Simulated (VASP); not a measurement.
# N (P6_3/mmc) in VASP: single point with PBEsol

Aim: the single point of N with PBEsol.

Program: VASP 6.6.1. These are calculated values, not measurements. Logs are shortened: lines on timing, memory, paths and dates and some standing lists are left out, and cuts for length are marked.

## (1) The cell of the first run

Symmetry: P6_3/mmc, No. 194, hexagonal system. Conventional cell: a = 2.519 Å, b = 2.519 Å, c = 2.446 Å, α = 90.00°, β = 90.00°, γ = 120.00°. Within 2.6 Å of N (site symmetry -6m2) lie 14 N at 1.90 to 2.52 Å.

## (2) Single point, PBEsol

Contents of INCAR:

```
PREC = Accurate ; ENCUT = 600
EDIFF = 1E-6 ; ISMEAR = -1
SIGMA = 0.0544 ; LREAL = False
LASPH = True ; NELM = 120
ALGO = Normal ; ISIF = 2
LWAVE = False ; LCHARG = True
GGA = PS ; LELF = True
LVHAR = True ; NBANDS = 12
GGA_COMPAT = False
```

Contents of KPOINTS:

```
Automatic mesh
0
Gamma
  12 12 12
```

Contents of POSCAR:

```
N
1.0
    2.5194737886      0.0000000000      0.0000000000
   -1.2597368943      2.1819283051      0.0000000000
    0.0000000000      0.0000000000      2.4460020000
N
2
Direct
    0.6666666667      0.3333333333      0.2500000000
    0.3333333333      0.6666666667      0.7500000000
```

Potentials or basis: VASP PAW PBE potentials, release 64 (N).

The run is started by

```console
$ cat potpaw_PBE.64/N/POTCAR > POTCAR
$ mpirun -np 1 vasp_std > vasp.out
```

OUTCAR:

```text
PREC = Accurate
   ENCUT = 600
   EDIFF = 1E-6
   ISMEAR = -1
   LREAL = False
   LASPH = True
   NELM = 120
   ISIF = 2
   GGA = PS

 ion  position               nearest neighbor table
   1  0.667  0.333  0.250-
   2  0.333  0.667  0.750-

  LATTYP: Found a hexagonal cell.
 ALAT       =     2.5194737886
 C/A-ratio  =     0.9708384390

  Lattice vectors:

 A1 = (   2.5194737886,   0.0000000000,   0.0000000000)
 A2 = (  -1.2597368943,   2.1819283051,   0.0000000000)
 A3 = (   0.0000000000,   0.0000000000,   2.4460020000)

Analysis of symmetry for initial positions (statically):
=====================================================================
 Subroutine PRICEL returns:
 Original cell was already a primitive cell.

 Routine SETGRP: Setting up the symmetry group for a
 hexagonal supercell.

 Subroutine GETGRP returns: Found 24 space group operations
 (whereof 12 operations were pure point group operations)
 out of a pool of 24 trial point group operations.

The static configuration has the point symmetry D_3d.
 The point group associated with its full space group is D_6h.

Analysis of symmetry for dynamics (positions and initial velocities):
=====================================================================
 Subroutine PRICEL returns:
 Original cell was already a primitive cell.

 Routine SETGRP: Setting up the symmetry group for a
 hexagonal supercell.

 Subroutine GETGRP returns: Found 24 space group operations
 (whereof 12 operations were pure point group operations)
 out of a pool of 24 trial point group operations.

The dynamic configuration has the point symmetry D_3d.
 The point group associated with its full space group is D_6h.

 Subroutine INISYM returns: Found 24 space group operations
 (whereof 12 operations are pure point group operations),
 and found     1 'primitive' translations

----------------------------------------------------------------------------------------

                                     Primitive cell

  volume of cell :      13.4464

  direct lattice vectors                    reciprocal lattice vectors
     2.519473789  0.000000000  0.000000000     0.396908277  0.229155100  0.000000000
    -1.259736894  2.181928305  0.000000000     0.000000000  0.458310201  0.000000000
     0.000000000  0.000000000  2.446002000     0.000000000  0.000000000  0.408830410

  length of vectors
     2.519473789  2.519473789  2.446002000     0.458310201  0.458310201  0.408830410

  position of ions in fractional coordinates (direct lattice)
     0.666666667  0.333333333  0.250000000
     0.333333333  0.666666667  0.750000000

  ion indices of the primitive-cell ions
   primitive index   ion index
                 1           1
                 2           2

----------------------------------------------------------------------------------------

 KPOINTS: Automatic mesh

Automatic generation of k-mesh.
 Grid dimensions read from file:
 generate k-points for:   12   12   12

 Generating k-lattice:

  Cartesian coordinates                     Fractional coordinates (reciprocal lattice)
     0.033075690  0.019096258  0.000000000     0.083333333  0.000000000  0.000000000
     0.000000000  0.038192517  0.000000000     0.000000000  0.083333333  0.000000000
     0.000000000  0.000000000  0.034069201     0.000000000  0.000000000  0.083333333

  Length of vectors
     0.038192517  0.038192517  0.034069201

  Shift w.r.t. Gamma in fractional coordinates (k-lattice)
     0.000000000  0.000000000  0.000000000

 Subroutine IBZKPT returns following result:
 ===========================================

 Found    133 irreducible k-points:

 Following reciprocal coordinates:
            Coordinates               Weight
  0.000000  0.000000  0.000000      1.000000
  0.083333  0.000000  0.000000      6.000000
  0.166667  0.000000  0.000000      6.000000
  0.250000  0.000000  0.000000      6.000000
  0.333333 -0.000000  0.000000      6.000000
  0.416667  0.000000  0.000000      6.000000
[... 16 lines left out ...]
  0.250000  0.000000  0.083333     12.000000
  0.333333 -0.000000  0.083333     12.000000
 [... further k-points ...]
   k-points           NKPTS =    133   k-points in BZ     NKDIM =    133   number of bands    NBANDS=     12
   number of dos      NEDOS =    301   number of ions     NIONS =      2
   total plane-waves  NPLWV =   8000
   dimension x,y,z NGX =    20 NGY =   20 NGZ =   20
   dimension x,y,z NGXF=    40 NGYF=   40 NGZF=   40
   ions per type =               2
   NGX,Y,Z   is equivalent  to a cutoff of  13.20, 13.20, 13.59 a.u.
   NGXF,Y,Z  is equivalent  to a cutoff of  26.39, 26.39, 27.19 a.u.
 SYSTEM =  unknown system
   PREC   = accura    normal or accurate (medium, high low for compatibility)
   ISTART =      0    job   : 0-new  1-cont  2-samecut
   ICHARG =      2    charge: 1-file 2-atom 10-const
   ISPIN  =      1    spin polarized calculation?
   LNONCOLLINEAR =      F non collinear calculations
   LSORBIT =      F    spin-orbit coupling
   LASPH  =      T    aspherical Exc in radial PAW
   ENCUT  =  600.0 eV  44.10 Ry    6.64 a.u.   5.03  5.03  4.89*2*pi/ulx,y,z
   NELM   =    120;   NELMIN=  2; NELMDL= -5     # of ELM steps
   EDIFF  = 0.1E-05   stopping-criterion for ELM
   LREAL  =      F    real-space projection
   EDIFFG = 0.1E-04   stopping-criterion for IOM
   NSW    =      0    number of steps for IOM
   IBRION =     -1    ionic relax: 0-MD 1-quasi-New 2-CG
   NFREE  =      0    steps in history (QN), initial steepest desc. (CG)
   ISIF   =      2    stress and relaxation
   ISYM   =      2    0-nonsym 1-usesym 2-fastsym
   POTIM  = 0.5000    time-step for ionic-motion
   TEBEG  =    0.0;   TEEND  =   0.0 temperature during run
   PSTRESS=    0.0 pullay stress
   NELECT =      10.0000    total number of electrons
   NUPDOWN=      -1.0000    fix difference up-down
   EMIN   =  10.00;   EMAX   =-10.00  energy-range for DOS
   EFERMI =   0.00;   METHOD = LEGACY
   ISMEAR =    -1;   SIGMA  =   0.05  broadening in eV -4-tet -1-fermi 0-gaus
   EFERMI_NEDOS =   21; number of points for ismear=-14 and -15
   IALGO  =     38    algorithm
   IMIX   =      4    mixing-type and parameters
     AMIX     =   0.40;   BMIX     =  1.00
     AMIX_MAG =   1.60;   BMIX_MAG =  1.00
  volume/ion in A,a.u.               =       6.72        45.37
  Fermi-wavevector in a.u.,A,eV,Ry     =   1.483221  2.802881 29.932052  2.199944
  Thomas-Fermi vector in A             =   2.596909
   LORBIT       =      0    0 simple, 1 ext, 2 COOP (PROOUT), +10 PAW based schemes
   GGA     = PS    functional components
   LHFCALC =     F    Hartree Fock is set to
   AEXX    =    0.0000 exact exchange contribution
   IVDW    =     0    specifies the selected vdW correction
   LEPSILON=     F    determine dielectric tensor
   LRPA    =     F    only Hartree local field effects (RPA)
 non-spin polarized calculation
  energy-cutoff  :      600.00
  volume of cell :       13.45
 maximum number of plane-waves:       462
 NGX is ok and might be reduce to    20
   NGX =  9   NGY =  9   NGZ =  9

 number of electron      10.0000000 magnetization

 Free energy of the ion-electron system (eV)
  ---------------------------------------------------
  ext. energy  EPLUGINS =         0.00000000
  ---------------------------------------------------
  free energy    TOTEN  =       -10.46839802 eV

  energy without entropy =      -10.46348429  energy(sigma->0) =      -10.46594116

 E-fermi :   7.0327     XC(G=0): -13.2705

 val. band max:        7.0263700209   @ k =   0.4167   0.1667   0.0833
 cond. band min:       7.0963928253   @ k =   0.3333   0.3333   0.0000
 fundamental gap:      0.0700228044
 Fermi energy:         7.0327369844

 k-point     1 :       0.0000    0.0000    0.0000
  band No.  band energies     occupation
      1     -15.0931      2.00000
      2       1.3955      2.00000
      3       2.1757      2.00000
      4       4.6409      2.00000
      5       4.6409      2.00000
      6       9.8273      0.00000
      7       9.8273      0.00000
      8      13.1689      0.00000
      9      21.3048      0.00000
     10      24.7952      0.00000
     11      32.1817      0.00000
     12      32.1817      0.00000

 k-point     2 :       0.0833    0.0000    0.0000
  band No.  band energies     occupation
      1     -14.9249      2.00000
      2       0.8440      2.00000
      3       2.3128      2.00000
      4       4.3694      2.00000
      5       4.6920      2.00000
      6       9.7588      0.00000
      7      10.0894      0.00000
      8      12.9488      0.00000
      9      21.7174      0.00000
     10      24.6584      0.00000
     11      32.4535      0.00000
     12      32.4815      0.00000

 k-point     3 :       0.1667    0.0000    0.0000
  band No.  band energies     occupation
      1     -14.4244      2.00000
      2      -0.5892      2.00000
      3       2.7170      2.00000
      4       3.7440      2.00000
      5       4.7808      2.00000
      6       9.6141      0.00000
      7      10.6779      0.00000
      8      12.3237      0.00000
      9      22.6320      0.00000
     10      24.3917      0.00000
     11      33.3100      0.00000
     12      33.3774      0.00000
[... 286 lines left out ...]
 k-point    23 :       0.2500    0.0000    0.0833
  band No.  band energies     occupation
      1     -13.4673      2.00000
      2      -2.5143      2.00000
      3       2.1676      2.00000
      4       3.1728      2.00000
      5       5.8459      2.00000
      6       9.2025      0.00000
      7      11.1361      0.00000
      8      11.5193      0.00000
      9      22.6732      0.00000
     10      25.7406      0.00000
     11      34.2117      0.00000
     12      34.5055      0.00000

 k-point    24 :       0.3333   -0.0000    0.0833
  band No.  band energies     occupation
      1     -12.3690      2.00000
      2      -4.4850      2.00000
      3       2.6020      2.00000
      4       2.7106      2.00000
      5       5.9550      2.00000
      6       8.7140      0.00000
      7      10.9701      0.00000
      8      11.5542      0.00000
      9      21.7580      0.00000
     10      27.8563      0.00000
     11      33.3944      0.00000
     12      35.3250      0.00000

 [... further k-points ...]

------------------------ aborting loop because EDIFF is reached ----------------------------------------

  FORCE on cell =-STRESS in cart. coord.  units (eV):
  Direction    XX          YY          ZZ          XY          YZ          ZX
  --------------------------------------------------------------------------------------
  -------------------------------------------------------------------------------------
  Total        0.2397877      0.2397877     -0.7460812     -0.0000000     -0.0000000      0.0000000
  in kB       28.5713186     28.5713186    -88.8975007     -0.0000000     -0.0000000      0.0000000
  external PRESSURE =     -10.5849545 kB  Pullay stress =       0.0000000 kB

 VOLUME and BASIS-vectors are now :
 -----------------------------------------------------------------------------
  energy-cutoff  :      600.00
  volume of cell :       13.45
      direct lattice vectors                 reciprocal lattice vectors
     2.519473789  0.000000000  0.000000000     0.396908277  0.229155100  0.000000000
    -1.259736894  2.181928305  0.000000000     0.000000000  0.458310201  0.000000000
     0.000000000  0.000000000  2.446002000     0.000000000  0.000000000  0.408830410

 POSITION                                       TOTAL-FORCE (eV/Angst)
 -----------------------------------------------------------------------------------
      1.25974      0.72731      0.61150        -0.000000      0.000000      0.000000
     -0.00000      1.45462      1.83450         0.000000     -0.000000      0.000000
 -----------------------------------------------------------------------------------
    total drift:                               -0.000000      0.000000      0.000000

  FREE ENERGIE OF THE ION-ELECTRON SYSTEM (eV)
  ---------------------------------------------------
  free  energy   TOTEN  =       -10.4683980236 eV

  energy  without entropy=      -10.4634842914  energy(sigma->0) =      -10.46594116
```

Wall time 14 s (1 thread of AMD EPYC 7R43 (Zen 3), shared host); peak memory 0.1 GiB.

What came out:

- Free energy: -10.4684 eV
- Pressure: -1.1 GPa
- Band gap on the k mesh: zero (bands 5 and 6 overlap by 5.07 eV)

Caveat: the PAW data sets were made with another functional, which shifts forces and pressure a little.
